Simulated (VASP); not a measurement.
# ZrOs (Pm-3m) in VASP: further runs, part 2 of 2

VASP 6.6.1.

## (4) Electric field gradients, LDA (16.68 Å³/atom)

This run uses another cell than the first one, of 16.68 Å³/atom.

Contents of INCAR:

```
SYSTEM = ZrOs
ALGO = Normal
EDIFF = 1E-8
ENCUT = 520
ISIF = 2
ISMEAR = -1
LASPH = .True.
LCHARG = .False.
LEFG = .True.
LREAL = .False.
LWAVE = .False.
NBANDS = 17
NELM = 100
PREC = Accurate
SIGMA = 0.03
```

Contents of KPOINTS:

```
k-points
0
Gamma
  13 13 13
  0 0 0
```

Contents of POSCAR:

```
ZrOs
1.0
    3.2188999994      0.0000000000      0.0000000000
    0.0000000000      3.2188999994      0.0000000000
    0.0000000000      0.0000000000      3.2188999994
Zr Os
1 1
Direct
    0.5000000000      0.5000000000      0.5000000000
    0.0000000000      0.0000000000      0.0000000000
```

Potentials or basis: VASP PAW LDA potentials, release 64 (Zr_sv, Os).

Launch:

```console
cat potpaw_LDA.64/Zr_sv/POTCAR potpaw_LDA.64/Os/POTCAR > POTCAR
mpirun -np 1 vasp_std > vasp.out
```

OUTCAR:

```text
SYSTEM = ZrOs
   EDIFF = 1E-8
   ENCUT = 520
   ISIF = 2
   ISMEAR = -1
   LASPH = .True.
   LREAL = .False.
   NELM = 100
   PREC = Accurate

 ion  position               nearest neighbor table
   1  0.500  0.500  0.500-   2 2.79   2 2.79   2 2.79   2 2.79   2 2.79   2 2.79   2 2.79   2 2.79

   2  0.000  0.000  0.000-   1 2.79   1 2.79   1 2.79   1 2.79   1 2.79   1 2.79   1 2.79   1 2.79

  LATTYP: Found a simple cubic cell.
 ALAT       =     3.2188999994

  Lattice vectors:

 A1 = (   3.2188999994,   0.0000000000,   0.0000000000)
 A2 = (   0.0000000000,   3.2188999994,   0.0000000000)
 A3 = (   0.0000000000,   0.0000000000,   3.2188999994)

Analysis of symmetry for initial positions (statically):
=====================================================================
 Subroutine PRICEL returns:
 Original cell was already a primitive cell.

 Routine SETGRP: Setting up the symmetry group for a
 simple cubic supercell.

 Subroutine GETGRP returns: Found 48 space group operations
 (whereof 48 operations were pure point group operations)
 out of a pool of 48 trial point group operations.

The static configuration has the point symmetry O_h .

Analysis of symmetry for dynamics (positions and initial velocities):
=====================================================================
 Subroutine PRICEL returns:
 Original cell was already a primitive cell.

 Routine SETGRP: Setting up the symmetry group for a
 simple cubic supercell.

 Subroutine GETGRP returns: Found 48 space group operations
 (whereof 48 operations were pure point group operations)
 out of a pool of 48 trial point group operations.

The dynamic configuration has the point symmetry O_h .

 Subroutine INISYM returns: Found 48 space group operations
 (whereof 48 operations are pure point group operations),
 and found     1 'primitive' translations

----------------------------------------------------------------------------------------

                                     Primitive cell

  volume of cell :      33.3520

  direct lattice vectors                    reciprocal lattice vectors
     3.218899999  0.000000000  0.000000000     0.310665134  0.000000000  0.000000000
     0.000000000  3.218899999  0.000000000     0.000000000  0.310665134  0.000000000
     0.000000000  0.000000000  3.218899999     0.000000000  0.000000000  0.310665134

  length of vectors
     3.218899999  3.218899999  3.218899999     0.310665134  0.310665134  0.310665134

  position of ions in fractional coordinates (direct lattice)
     0.500000000  0.500000000  0.500000000
     0.000000000  0.000000000  0.000000000

  ion indices of the primitive-cell ions
   primitive index   ion index
                 1           1
                 2           2

----------------------------------------------------------------------------------------

 KPOINTS: k-points

Automatic generation of k-mesh.
 Grid dimensions read from file:
[... 71 lines left out ...]
   ISIF   =      2    stress and relaxation
   ISYM   =      2    0-nonsym 1-usesym 2-fastsym
   POTIM  = 0.5000    time-step for ionic-motion
   TEBEG  =    0.0;   TEEND  =   0.0 temperature during run
   PSTRESS=    0.0 pullay stress
   NELECT =      20.0000    total number of electrons
   NUPDOWN=      -1.0000    fix difference up-down
   EMIN   =  10.00;   EMAX   =-10.00  energy-range for DOS
   EFERMI =   0.00;   METHOD = LEGACY
   ISMEAR =    -1;   SIGMA  =   0.03  broadening in eV -4-tet -1-fermi 0-gaus
   EFERMI_NEDOS =   21; number of points for ismear=-14 and -15
   IALGO  =     38    algorithm
   IMIX   =      4    mixing-type and parameters
     AMIX     =   0.40;   BMIX     =  1.00
     AMIX_MAG =   1.60;   BMIX_MAG =  1.00
  volume/ion in A,a.u.               =      16.68       112.54
  Fermi-wavevector in a.u.,A,eV,Ry     =   1.380524  2.608812 25.930622  1.905847
  Thomas-Fermi vector in A             =   2.505393
   LORBIT       =      0    0 simple, 1 ext, 2 COOP (PROOUT), +10 PAW based schemes
   GGA     = CA    functional components
   LHFCALC =     F    Hartree Fock is set to
   AEXX    =    0.0000 exact exchange contribution
   IVDW    =     0    specifies the selected vdW correction
   LEPSILON=     F    determine dielectric tensor
   LRPA    =     F    only Hartree local field effects (RPA)
 non-spin polarized calculation
  energy-cutoff  :      520.00
  volume of cell :       33.35
 maximum number of plane-waves:       916
 NGX is ok and might be reduce to    24
   NGX = 11   NGY = 11   NGZ = 11

 number of electron      20.0000000 magnetization

 Free energy of the ion-electron system (eV)
  ---------------------------------------------------
  ext. energy  EPLUGINS =         0.00000000
  ---------------------------------------------------
  free energy    TOTEN  =       -23.06837426 eV

  energy without entropy =      -23.06594842  energy(sigma->0) =      -23.06716134

 E-fermi :  10.2777     XC(G=0): -13.0429

 val. band max:       10.2735100087   @ k =   0.4615   0.3846   0.0769
 cond. band min:      10.3011361798   @ k =   0.4615   0.4615   0.1538
 fundamental gap:      0.0276261711
 Fermi energy:        10.2777308149

 k-point     1 :       0.0000    0.0000    0.0000
  band No.  band energies     occupation
      1     -38.1606      2.00000
      2     -16.1606      2.00000
      3     -16.1606      2.00000
      4     -16.1606      2.00000
      5       2.1404      2.00000
      6       4.7370      2.00000
[... 457 lines left out ...]
      4     -16.1008      2.00000
      5       4.6312      2.00000
      6       5.6093      2.00000
[... 9 lines left out ...]
     16      16.3599      0.00000
     17      21.2787      0.00000

 [... further k-points ...]

------------------------ aborting loop because EDIFF is reached ----------------------------------------

  FORCE on cell =-STRESS in cart. coord.  units (eV):
  Direction    XX          YY          ZZ          XY          YZ          ZX
  --------------------------------------------------------------------------------------
  -------------------------------------------------------------------------------------
  Total        0.4210496      0.4210496      0.4210496      0.0000000      0.0000000      0.0000000
  in kB       20.2265313     20.2265313     20.2265313      0.0000000      0.0000000      0.0000000
  external PRESSURE =      20.2265313 kB  Pullay stress =       0.0000000 kB

 VOLUME and BASIS-vectors are now :
 -----------------------------------------------------------------------------
  energy-cutoff  :      520.00
  volume of cell :       33.35
      direct lattice vectors                 reciprocal lattice vectors
     3.218899999  0.000000000  0.000000000     0.310665134  0.000000000  0.000000000
     0.000000000  3.218899999  0.000000000     0.000000000  0.310665134  0.000000000
     0.000000000  0.000000000  3.218899999     0.000000000  0.000000000  0.310665134

 POSITION                                       TOTAL-FORCE (eV/Angst)
 -----------------------------------------------------------------------------------
      1.60945      1.60945      1.60945         0.000000      0.000000      0.000000
      0.00000      0.00000      0.00000         0.000000      0.000000      0.000000
 -----------------------------------------------------------------------------------
    total drift:                                0.000000     -0.000000     -0.000000

  FREE ENERGIE OF THE ION-ELECTRON SYSTEM (eV)
  ---------------------------------------------------
  free  energy   TOTEN  =       -23.0683742585 eV

  energy  without entropy=      -23.0659484202  energy(sigma->0) =      -23.06716134

 Electric field gradients (V/A^2)
---------------------------------------------------------------------
 ion       V_xx      V_yy      V_zz      V_xy      V_xz      V_yz
---------------------------------------------------------------------
   1       0.000     0.000     0.000    -0.000     0.000    -0.000
   2      -0.000    -0.000    -0.000     0.000     0.000     0.000
---------------------------------------------------------------------

 Electric field gradients after diagonalization (V/A^2)
 (convention: |V_zz| > |V_xx| > |V_yy|)
----------------------------------------------------------------------
 ion       V_xx      V_yy      V_zz     asymmetry (V_yy - V_xx)/ V_zz
----------------------------------------------------------------------
   1       0.000     0.000     0.000      -0.500
   2      -0.000    -0.000    -0.000      -0.026
----------------------------------------------------------------------

           NMR quadrupolar parameters

 Cq : quadrupolar parameter    Cq=e*Q*V_zz/h
 eta: asymmetry parameters     (V_yy - V_xx)/ V_zz
 Q  : nuclear electric quadrupole moment in mb (millibarn)
----------------------------------------------------------------------
 ion       Cq(MHz)       eta       Q (mb)
----------------------------------------------------------------------
   1       0.000      -0.500       1.000
   2      -0.000      -0.026       1.000
----------------------------------------------------------------------
```

stdout:

```text
POSCAR found type information on POSCAR ZrOs
 POSCAR found :  2 types and       2 ions
 scaLAPACK will be used
 LDA part: xc-table for (Slater(with rela. corr.)+CA(PZ))
 , standard interpolation
 POSCAR, INCAR and KPOINTS ok, starting setup
 FFT: planning ... GRIDC
 FFT: planning ... GRID_SOFT
 FFT: planning ... GRID
 WAVECAR not read
 entering main loop
ion   1

ion   2
```

It took 12 s on 1 thread of Intel Xeon 6975P-C (Granite Rapids), shared host; peak memory 0.17 GiB.

What came out:

```yaml
Free_energy: -23.0684 eV
Pressure: 2.0 GPa
Band_gap_on_the_k_mesh: zero (bands 10 and 11 overlap by 1.12 eV)
Largest_electric_field_gradient_by_atom: zero within the noise of the run
```

Levels at points of the mesh, in eV from the Fermi level:
| k point | band 6 | band 7 | band 8 | band 9 | band 10 | band 11 | band 12 | band 13 | band 14 | band 15 |
| --- | --- | --- | --- | --- | --- | --- | --- | --- | --- | --- |
| (0.00, 0.00, 0.00) | -5.54 | -5.54 | -1.73 | -1.73 | -1.73 | 2.13 | 2.13 | 5.40 | 5.40 | 5.40 |

Caveat: spin-orbit coupling is left out, which moves the levels of the heavy elements.

## (5) Electric field gradients, LDA (16.68 Å³/atom)

This run uses another cell than the first one, of 16.68 Å³/atom.

Contents of INCAR:

```
ALGO = Normal
EDIFF = 1E-8
ENCUT = 520
ISIF = 2
ISMEAR = -1
LASPH = T
LCHARG = F
LEFG = T
LREAL = F
LWAVE = F
NBANDS = 17
NELM = 100
PREC = Accurate
SIGMA = 0.03
```

Contents of KPOINTS:

```
k-points
0
Gamma
  13 13 13
```

POSCAR is that of step 4.

Potentials or basis: VASP PAW LDA potentials, release 64 (Zr_sv, Os).

Launch:

```console
cat potpaw_LDA.64/Zr_sv/POTCAR potpaw_LDA.64/Os/POTCAR > POTCAR
mpirun -np 1 vasp_std > vasp.out
```

OUTCAR:

```text
EDIFF = 1E-8
   ENCUT = 520
   ISIF = 2
   ISMEAR = -1
   LASPH = T
   LREAL = F
   NELM = 100
   PREC = Accurate

 ion  position               nearest neighbor table
   1  0.500  0.500  0.500-   2 2.79   2 2.79   2 2.79   2 2.79   2 2.79   2 2.79   2 2.79   2 2.79

   2  0.000  0.000  0.000-   1 2.79   1 2.79   1 2.79   1 2.79   1 2.79   1 2.79   1 2.79   1 2.79

  LATTYP: Found a simple cubic cell.
 ALAT       =     3.2188999994

  Lattice vectors:

 A1 = (   3.2188999994,   0.0000000000,   0.0000000000)
[... 692 lines left out ...]
  FREE ENERGIE OF THE ION-ELECTRON SYSTEM (eV)
  ---------------------------------------------------
  free  energy   TOTEN  =       -23.0683742585 eV

  energy  without entropy=      -23.0659484202  energy(sigma->0) =      -23.06716134

 Electric field gradients (V/A^2)
---------------------------------------------------------------------
 ion       V_xx      V_yy      V_zz      V_xy      V_xz      V_yz
---------------------------------------------------------------------
   1       0.000     0.000     0.000    -0.000     0.000    -0.000
   2      -0.000    -0.000    -0.000     0.000     0.000     0.000
---------------------------------------------------------------------

 Electric field gradients after diagonalization (V/A^2)
 (convention: |V_zz| > |V_xx| > |V_yy|)
----------------------------------------------------------------------
 ion       V_xx      V_yy      V_zz     asymmetry (V_yy - V_xx)/ V_zz
----------------------------------------------------------------------
   1       0.000     0.000     0.000      -0.500
   2      -0.000    -0.000    -0.000      -0.026
----------------------------------------------------------------------

           NMR quadrupolar parameters

 Cq : quadrupolar parameter    Cq=e*Q*V_zz/h
 eta: asymmetry parameters     (V_yy - V_xx)/ V_zz
 Q  : nuclear electric quadrupole moment in mb (millibarn)
----------------------------------------------------------------------
 ion       Cq(MHz)       eta       Q (mb)
----------------------------------------------------------------------
   1       0.000      -0.500       1.000
   2      -0.000      -0.026       1.000
----------------------------------------------------------------------
```

stdout:

```text
POSCAR found type information on POSCAR ZrOs
 POSCAR found :  2 types and       2 ions
 scaLAPACK will be used
 LDA part: xc-table for (Slater(with rela. corr.)+CA(PZ))
 , standard interpolation
 POSCAR, INCAR and KPOINTS ok, starting setup
 FFT: planning ... GRIDC
 FFT: planning ... GRID_SOFT
 FFT: planning ... GRID
 WAVECAR not read
 entering main loop
ion   1

ion   2
```

Wall time 11 s (1 thread of Intel Xeon 6975P-C (Granite Rapids), shared host); peak memory 0.16 GiB.

Results:

- Free energy: -23.0684 eV
- Pressure: 2.0 GPa
- Band gap on the k mesh: zero (bands 10 and 11 overlap by 1.12 eV)
- Largest electric field gradient by atom: zero within the noise of the run

Levels at points of the mesh, in eV from the Fermi level:
| k point | band 7 | band 8 | band 9 | band 10 | band 11 | band 12 | band 13 | band 14 |
| --- | --- | --- | --- | --- | --- | --- | --- | --- |
| (0.00, 0.00, 0.00) | -5.54 | -1.73 | -1.73 | -1.73 | 2.13 | 2.13 | 5.40 | 5.40 |

Caveat: spin-orbit coupling is left out, which moves the levels of the heavy elements.
